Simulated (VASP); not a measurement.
# CdSe (Cadmoselite) (P6_3mc) in VASP: further runs, part 2 of 2

VASP 6.6.1. The steps go on from the part before.

## (4) Single point, PBE

Contents of INCAR:

```
SYSTEM = CdSe
ALGO     = Normal         ! electronic algorithm
EDIFF    = 1E-6           ! SCF threshold, eV
ENCUT    = 520            ! plane-wave cutoff, eV
GGA      = PE             ! functional
ISIF     = 2              ! what is computed and relaxed
ISMEAR   = 0              ! smearing method
LASPH    = .True.         ! aspherical terms in the spheres
LCHARG   = .False.        ! write CHGCAR
LREAL    = .False.        ! projectors in reciprocal space
LWAVE    = .False.        ! write WAVECAR
NBANDS   = 26             ! bands
NELM     = 60             ! most SCF steps
PREC     = Accurate       ! precision mode
SIGMA    = 0.016          ! smearing width, eV
```

Contents of KPOINTS:

```
k-points
0
Gamma
  7 7 4
  0 0 0
```

Contents of POSCAR:

```
CdSe
1.0
    4.3000000000      0.0000000000      0.0000000000
   -2.1500000000      3.7239092363      0.0000000000
    0.0000000000      0.0000000000      7.0200000000
Cd Se
2 2
Direct
    0.6666666667      0.3333333333      0.5000000000
    0.3333333333      0.6666666667      0.0000000000
    0.6666666667      0.3333333333      0.8850000000
    0.3333333333      0.6666666667      0.3850000000
```

Potentials or basis: VASP PAW PBE potentials, release 64 (Cd, Se).

Command:

```bash
$ cat potpaw_PBE.64/Cd/POTCAR potpaw_PBE.64/Se/POTCAR > POTCAR
$ mpirun -np 1 vasp_std > vasp.out
```

OUTCAR:

```text
SYSTEM = CdSe
   EDIFF = 1E-6
   ENCUT = 520
   GGA = PE
   ISIF = 2
   ISMEAR = 0
   LASPH = .True.
   LREAL = .False.
   NELM = 60
   PREC = Accurate

 ion  position               nearest neighbor table
   1  0.667  0.333  0.500-   4 2.61   4 2.61   4 2.61   3 2.70
   2  0.333  0.667  0.000-   3 2.61   3 2.61   3 2.61   4 2.70
   3  0.667  0.333  0.885-   2 2.61   2 2.61   2 2.61   1 2.70
   4  0.333  0.667  0.385-   1 2.61   1 2.61   1 2.61   2 2.70

  LATTYP: Found a hexagonal cell.
 ALAT       =     4.3000000000
 C/A-ratio  =     1.6325581395

  Lattice vectors:

 A1 = (   4.3000000000,   0.0000000000,   0.0000000000)
 A2 = (  -2.1500000000,   3.7239092363,   0.0000000000)
 A3 = (   0.0000000000,   0.0000000000,   7.0200000000)

Analysis of symmetry for initial positions (statically):
=====================================================================
 Subroutine PRICEL returns:
 Original cell was already a primitive cell.

 Routine SETGRP: Setting up the symmetry group for a
 hexagonal supercell.

 Subroutine GETGRP returns: Found 12 space group operations
 (whereof  6 operations were pure point group operations)
 out of a pool of 24 trial point group operations.

The static configuration has the point symmetry C_3v.
 The point group associated with its full space group is C_6v.

Analysis of symmetry for dynamics (positions and initial velocities):
=====================================================================
 Subroutine PRICEL returns:
 Original cell was already a primitive cell.

 Routine SETGRP: Setting up the symmetry group for a
 hexagonal supercell.

 Subroutine GETGRP returns: Found 12 space group operations
[... 119 lines left out ...]
   NUPDOWN=      -1.0000    fix difference up-down
   EMIN   =  10.00;   EMAX   =-10.00  energy-range for DOS
   EFERMI =   0.00;   METHOD = LEGACY
   ISMEAR =     0;   SIGMA  =   0.02  broadening in eV -4-tet -1-fermi 0-gaus
   EFERMI_NEDOS =   21; number of points for ismear=-14 and -15
   IALGO  =     38    algorithm
   IMIX   =      4    mixing-type and parameters
     AMIX     =   0.40;   BMIX     =  1.00
     AMIX_MAG =   1.60;   BMIX_MAG =  1.00
  volume/ion in A,a.u.               =      28.10       189.64
  Fermi-wavevector in a.u.,A,eV,Ry     =   1.120059  2.116604 17.068937  1.254531
  Thomas-Fermi vector in A             =   2.256702
   LORBIT       =      0    0 simple, 1 ext, 2 COOP (PROOUT), +10 PAW based schemes
   GGA     = PE    functional components
   LHFCALC =     F    Hartree Fock is set to
   AEXX    =    0.0000 exact exchange contribution
   IVDW    =     0    specifies the selected vdW correction
   LEPSILON=     F    determine dielectric tensor
   LRPA    =     F    only Hartree local field effects (RPA)
 non-spin polarized calculation
 Gauss-broadening in eV      SIGMA  =   0.02
  energy-cutoff  :      520.00
  volume of cell :      112.41
 maximum number of plane-waves:      3042
 NGX is ok and might be reduce to    32
   NGX = 15   NGY = 15   NGZ = 27

 number of electron      35.9999998 magnetization

 Free energy of the ion-electron system (eV)
  ---------------------------------------------------
  ext. energy  EPLUGINS =         0.00000000
  ---------------------------------------------------
  free energy    TOTEN  =       -10.90422397 eV

  energy without entropy =      -10.90422397  energy(sigma->0) =      -10.90422397

 E-fermi :   1.0609     XC(G=0):  -8.8819

 val. band max:        0.9365642225   @ k =   0.0000   0.0000   0.0000
 cond. band min:       1.6391811069   @ k =   0.0000   0.0000   0.0000
 fundamental gap:      0.7026168844
 Fermi energy:         1.0609348343

 k-point     1 :       0.0000    0.0000    0.0000
  band No.  band energies     occupation
      1     -11.6579      2.00000
      2     -11.2918      2.00000
      3      -6.9988      2.00000
      4      -6.9988      2.00000
      5      -6.9433      2.00000
      6      -6.9433      2.00000
[... 685 lines left out ...]
     25       9.0074      0.00000
     26       9.0074      0.00000

------------------------ aborting loop because EDIFF is reached ----------------------------------------

  FORCE on cell =-STRESS in cart. coord.  units (eV):
  Direction    XX          YY          ZZ          XY          YZ          ZX
  --------------------------------------------------------------------------------------
  -------------------------------------------------------------------------------------
  Total        2.8297314      2.8297314      1.3540470      0.0000000      0.0000000      0.0000000
  in kB       40.3321288     40.3321288     19.2992163      0.0000000      0.0000000      0.0000000
  external PRESSURE =      33.3211579 kB  Pullay stress =       0.0000000 kB

 VOLUME and BASIS-vectors are now :
 -----------------------------------------------------------------------------
  energy-cutoff  :      520.00
  volume of cell :      112.41
      direct lattice vectors                 reciprocal lattice vectors
     4.300000000  0.000000000  0.000000000     0.232558140  0.134267504  0.000000000
    -2.150000000  3.723909236  0.000000000     0.000000000  0.268535009  0.000000000
     0.000000000  0.000000000  7.020000000     0.000000000  0.000000000  0.142450142

 POSITION                                       TOTAL-FORCE (eV/Angst)
 -----------------------------------------------------------------------------------
      2.15000      1.24130      3.51000         0.000000     -0.000000      0.291235
     -0.00000      2.48261      0.00000        -0.000000      0.000000      0.291235
      2.15000      1.24130      6.21270         0.000000     -0.000000     -0.291235
     -0.00000      2.48261      2.70270        -0.000000     -0.000000     -0.291235
 -----------------------------------------------------------------------------------
    total drift:                               -0.000000     -0.000000      0.000083

  FREE ENERGIE OF THE ION-ELECTRON SYSTEM (eV)
  ---------------------------------------------------
  free  energy   TOTEN  =       -10.9042239737 eV

  energy  without entropy=      -10.9042239737  energy(sigma->0) =      -10.90422397
```

OSZICAR:

```text
N       E                     dE             d eps       ncg     rms          rms(c)
DAV:   1     0.242756206279E+03    0.24276E+03   -0.17155E+04  1248   0.125E+03
DAV:   2     0.117781012637E+01   -0.24158E+03   -0.23391E+03  1358   0.312E+02
DAV:   3    -0.115499768832E+02   -0.12728E+02   -0.12657E+02  1490   0.715E+01
DAV:   4    -0.116562773283E+02   -0.10630E+00   -0.10619E+00  1376   0.619E+00
DAV:   5    -0.116569216875E+02   -0.64436E-03   -0.64433E-03  1430   0.468E-01    0.888E+00
DAV:   6    -0.109388659456E+02    0.71806E+00   -0.12370E+00  1518   0.110E+01    0.697E+00
DAV:   7    -0.109055985372E+02    0.33267E-01   -0.53843E-01  1316   0.374E+00    0.258E+00
DAV:   8    -0.109038691617E+02    0.17294E-02   -0.56517E-02  1300   0.238E+00    0.396E-01
DAV:   9    -0.109039867775E+02   -0.11762E-03   -0.73050E-03  1376   0.981E-01    0.111E-01
DAV:  10    -0.109041329122E+02   -0.14613E-03   -0.81833E-04  1304   0.310E-01    0.720E-02
DAV:  11    -0.109042245714E+02   -0.91659E-04   -0.20267E-04  1312   0.812E-02    0.280E-02
DAV:  12    -0.109042223419E+02    0.22295E-05   -0.35680E-05  1450   0.638E-02    0.926E-03
DAV:  13    -0.109042237525E+02   -0.14106E-05   -0.10454E-05  1276   0.302E-02    0.356E-03
DAV:  14    -0.109042239737E+02   -0.22116E-06   -0.61120E-07   966   0.400E-03
   1 F= -.10904224E+02 E0= -.10904224E+02  d E =-.528864E-30
```

stdout:

```text
POSCAR found type information on POSCAR CdSe
 POSCAR found :  2 types and       4 ions
 scaLAPACK will be used
 LDA part: xc-table for (Slater+PW92), standard interpolation
 POSCAR, INCAR and KPOINTS ok, starting setup
 FFT: planning ... GRIDC
 FFT: planning ... GRID_SOFT
 FFT: planning ... GRID
 WAVECAR not read
 entering main loop
```

Run time: 44 s. Hardware: 1 thread of AMD EPYC 7R13 (Zen 3), shared host; peak memory 0.22 GiB.

Results:

```
Free energy            : -10.9042 eV
Pressure               : 3.3 GPa
Largest force          : 0.291 eV/Å
Band gap on the k mesh : 0.70 eV, direct
```

Forces in eV/Å, atoms in the order of the input:
```
Cd   0.000  0.000  0.291
Cd   0.000  0.000  0.291
Se   0.000  0.000 -0.291
Se   0.000  0.000 -0.291
```

## (5) Single point, PBE

Contents of INCAR:

```
PREC     = Accurate       # precision mode
ENCUT    = 520            # plane-wave cutoff, eV
EDIFF    = 1E-7           # SCF threshold, eV
ISMEAR   = 0              # smearing method
SIGMA    = 0.017          # smearing width, eV
LREAL    = False          # projectors in reciprocal space
LASPH    = True           # aspherical terms in the spheres
NELM     = 100            # most SCF steps
ALGO     = Normal         # electronic algorithm
ISIF     = 2              # what is computed and relaxed
LWAVE    = False          # write WAVECAR
LCHARG   = False          # write CHGCAR
GGA      = PE             # functional
NBANDS   = 26             # bands
```

Contents of KPOINTS:

```
Automatic mesh
0
Gamma
  7 7 4
```

POSCAR is that of step 4.

Potentials or basis: VASP PAW PBE potentials, release 64 (Cd, Se).

Command:

```bash
$ cat potpaw_PBE.64/Cd/POTCAR potpaw_PBE.64/Se/POTCAR > POTCAR
$ mpirun -np 1 vasp_std > vasp.out
```

OUTCAR:

```text
PREC = Accurate
   ENCUT = 520
   EDIFF = 1E-7
   ISMEAR = 0
   LREAL = False
   LASPH = True
   NELM = 100
   ISIF = 2
   GGA = PE

 ion  position               nearest neighbor table
   1  0.667  0.333  0.500-   4 2.61   4 2.61   4 2.61   3 2.70
   2  0.333  0.667  0.000-   3 2.61   3 2.61   3 2.61   4 2.70
   3  0.667  0.333  0.885-   2 2.61   2 2.61   2 2.61   1 2.70
   4  0.333  0.667  0.385-   1 2.61   1 2.61   1 2.61   2 2.70

  LATTYP: Found a hexagonal cell.
 ALAT       =     4.3000000000
 C/A-ratio  =     1.6325581395

  Lattice vectors:

 A1 = (   4.3000000000,   0.0000000000,   0.0000000000)
 A2 = (  -2.1500000000,   3.7239092363,   0.0000000000)
 A3 = (   0.0000000000,   0.0000000000,   7.0200000000)

Analysis of symmetry for initial positions (statically):
=====================================================================
 Subroutine PRICEL returns:
 Original cell was already a primitive cell.

 Routine SETGRP: Setting up the symmetry group for a
 hexagonal supercell.

 Subroutine GETGRP returns: Found 12 space group operations
 (whereof  6 operations were pure point group operations)
 out of a pool of 24 trial point group operations.

The static configuration has the point symmetry C_3v.
 The point group associated with its full space group is C_6v.

Analysis of symmetry for dynamics (positions and initial velocities):
=====================================================================
 Subroutine PRICEL returns:
 Original cell was already a primitive cell.

 Routine SETGRP: Setting up the symmetry group for a
 hexagonal supercell.

 Subroutine GETGRP returns: Found 12 space group operations
 (whereof  6 operations were pure point group operations)
 out of a pool of 24 trial point group operations.

The dynamic configuration has the point symmetry C_3v.
 The point group associated with its full space group is C_6v.

 Subroutine INISYM returns: Found 12 space group operations
 (whereof  6 operations are pure point group operations),
[... 118 lines left out ...]
     AMIX     =   0.40;   BMIX     =  1.00
     AMIX_MAG =   1.60;   BMIX_MAG =  1.00
  volume/ion in A,a.u.               =      28.10       189.64
  Fermi-wavevector in a.u.,A,eV,Ry     =   1.120059  2.116604 17.068937  1.254531
  Thomas-Fermi vector in A             =   2.256702
   LORBIT       =      0    0 simple, 1 ext, 2 COOP (PROOUT), +10 PAW based schemes
   GGA     = PE    functional components
   LHFCALC =     F    Hartree Fock is set to
   AEXX    =    0.0000 exact exchange contribution
   IVDW    =     0    specifies the selected vdW correction
   LEPSILON=     F    determine dielectric tensor
   LRPA    =     F    only Hartree local field effects (RPA)
 non-spin polarized calculation
 Gauss-broadening in eV      SIGMA  =   0.02
  energy-cutoff  :      520.00
  volume of cell :      112.41
 maximum number of plane-waves:      3042
 NGX is ok and might be reduce to    32
   NGX = 15   NGY = 15   NGZ = 27

 number of electron      35.9999998 magnetization

 Free energy of the ion-electron system (eV)
  ---------------------------------------------------
  ext. energy  EPLUGINS =         0.00000000
  ---------------------------------------------------
  free energy    TOTEN  =       -10.90422412 eV

  energy without entropy =      -10.90422412  energy(sigma->0) =      -10.90422412

 E-fermi :   1.0610     XC(G=0):  -8.8818

 val. band max:        0.9366709156   @ k =   0.0000   0.0000   0.0000
 cond. band min:       1.6392223315   @ k =   0.0000   0.0000   0.0000
 fundamental gap:      0.7025514159
 Fermi energy:         1.0609529958

 k-point     1 :       0.0000    0.0000    0.0000
  band No.  band energies     occupation
      1     -11.6578      2.00000
      2     -11.2917      2.00000
      3      -6.9991      2.00000
      4      -6.9991      2.00000
      5      -6.9435      2.00000
      6      -6.9435      2.00000
[... 685 lines left out ...]
     25       9.0074      0.00000
     26       9.0074      0.00000

------------------------ aborting loop because EDIFF is reached ----------------------------------------

  FORCE on cell =-STRESS in cart. coord.  units (eV):
  Direction    XX          YY          ZZ          XY          YZ          ZX
  --------------------------------------------------------------------------------------
  -------------------------------------------------------------------------------------
  Total        2.8365997      2.8365997      1.3607493      0.0000000      0.0000000      0.0000000
  in kB       40.4300225     40.4300225     19.3947432      0.0000000      0.0000000      0.0000000
  external PRESSURE =      33.4182627 kB  Pullay stress =       0.0000000 kB

 VOLUME and BASIS-vectors are now :
 -----------------------------------------------------------------------------
  energy-cutoff  :      520.00
  volume of cell :      112.41
      direct lattice vectors                 reciprocal lattice vectors
     4.300000000  0.000000000  0.000000000     0.232558140  0.134267504  0.000000000
    -2.150000000  3.723909236  0.000000000     0.000000000  0.268535009  0.000000000
     0.000000000  0.000000000  7.020000000     0.000000000  0.000000000  0.142450142

 POSITION                                       TOTAL-FORCE (eV/Angst)
 -----------------------------------------------------------------------------------
      2.15000      1.24130      3.51000        -0.000000      0.000000      0.291255
     -0.00000      2.48261      0.00000         0.000000     -0.000000      0.291255
      2.15000      1.24130      6.21270         0.000000      0.000000     -0.291255
     -0.00000      2.48261      2.70270        -0.000000      0.000000     -0.291255
 -----------------------------------------------------------------------------------
    total drift:                               -0.000000     -0.000000      0.000089

  FREE ENERGIE OF THE ION-ELECTRON SYSTEM (eV)
  ---------------------------------------------------
  free  energy   TOTEN  =       -10.9042241166 eV

  energy  without entropy=      -10.9042241166  energy(sigma->0) =      -10.90422412
```

Wall time 63 s (1 thread of AMD EPYC 7R13 (Zen 3), shared host); peak memory 0.22 GiB.

Results:

```
Free energy            : -10.9042 eV
Pressure               : 3.3 GPa
Largest force          : 0.291 eV/Å
Band gap on the k mesh : 0.70 eV, direct
```

Forces in eV/Å, atoms in the order of the input:
```
Cd   0.000  0.000  0.291
Cd   0.000  0.000  0.291
Se   0.000  0.000 -0.291
Se   0.000  0.000 -0.291
```

Stress tensor (GPa, compression positive):
```
4.04 0.00 0.00
0.00 4.04 0.00
0.00 0.00 1.94
```

Levels at points of the mesh, in eV from the valence-band top:
```csv
k point,band 14,band 15,band 16,band 17,band 18,band 19,band 20,band 21,band 22,band 23
"(0.00, 0.00, 0.00)",-0.72,-0.72,-0.01,0.00,0.00,0.70,2.12,5.88,5.88,6.14
"(0.00, 0.00, 0.50)",-2.57,-0.37,-0.37,-0.37,-0.37,2.34,2.34,5.83,5.83,6.25
```

## (6) Single point, PBE

Contents of INCAR:

```
PREC     = Accurate       # precision mode
ENCUT    = 520            # plane-wave cutoff, eV
EDIFF    = 1E-6           # SCF threshold, eV
ISMEAR   = 0              # smearing method
SIGMA    = 0.018000000000000002 # smearing width, eV
LREAL    = False          # projectors in reciprocal space
LASPH    = True           # aspherical terms in the spheres
NELM     = 100            # most SCF steps
ALGO     = Normal         # electronic algorithm
ISIF     = 2              # what is computed and relaxed
LWAVE    = False          # write WAVECAR
LCHARG   = True           # write CHGCAR
GGA      = PE             # functional
LELF     = True           # ELF
LVHAR    = True         
NBANDS   = 26             # bands
```

Contents of KPOINTS:

```
regular mesh
0
Gamma
  7 7 4
```

POSCAR is that of step 5.

Potentials or basis: VASP PAW PBE potentials, release 64 (Cd, Se).

Command:

```bash
$ cat potpaw_PBE.64/Cd/POTCAR potpaw_PBE.64/Se/POTCAR > POTCAR
$ mpirun -np 1 vasp_std > vasp.out
```

Wall time 1.8 min (1 thread of AMD EPYC 7R13 (Zen 3), shared host); peak memory 0.21 GiB.

It converged, with:

| Item | Value |
| --- | --- |
| Free energy | -10.9042 eV |
| Pressure | 3.3 GPa |
| Largest force | 0.291 eV/Å |
| Band gap on the k mesh | 0.70 eV, direct |

Forces on the atoms (eV/Å):
```
Cd   0.000  0.000  0.291
Cd   0.000  0.000  0.291
Se   0.000  0.000 -0.291
Se   0.000  0.000 -0.291
```

Stress tensor (GPa, compression positive):
```
4.03 0.00 0.00
0.00 4.03 0.00
0.00 0.00 1.93
```

Levels at points of the mesh, in eV from the valence-band top:
```
           k point  band 14  band 15  band 16  band 17  band 18  band 19  band 20  band 21  band 22  band 23
(0.00, 0.00, 0.00)    -0.72    -0.72    -0.01     0.00     0.00     0.70     2.12     5.88     5.88     6.14
(0.00, 0.00, 0.50)    -2.57    -0.37    -0.37    -0.37    -0.37     2.34     2.34     5.83     5.83     6.25
```

As with any semilocal functional, this PBE gap is likely too small.

## (7) The runs side by side

| task | level | cell | cutoff (eV) | smearing | gap on the mesh (eV) | pressure (GPa) | relaxed volume (Å³/atom) | largest force (eV/Å) |
| --- | --- | --- | --- | --- | --- | --- | --- | --- |
| relaxation of cell and atoms | PBEsol | relaxed | 600 | fermi-dirac 0.05 eV | 0.53 | 0.0 | 28.29 | - |
| relaxation of cell and atoms | PBEsol+D4 | relaxed | 600 | fermi-dirac 0.05 eV | 0.57 | 0.0 | 27.75 | - |
| single point | PBE | as given | 520 | gaussian 0.016 eV | 0.70 | 3.3 | - | 0.29 |
| single point | PBE | as given | 520 | gaussian 0.017 eV | 0.70 | 3.3 | - | 0.29 |
| single point | PBE | as given | 520 | gaussian 0.018 eV | 0.70 | 3.3 | - | 0.29 |

Alike in all rows: potentials or basis VASP PAW PBE potentials, release 64 (Cd, Se); no spin polarisation; k mesh 7 × 7 × 4.

On the cell as given the gap runs from 0.70 eV (PBE) to 0.70 eV (PBE).

Caveats: the PAW data sets were made with another functional, which shifts forces and pressure a little (some runs).

Absolute energies hang on the potentials; compare differences alone.
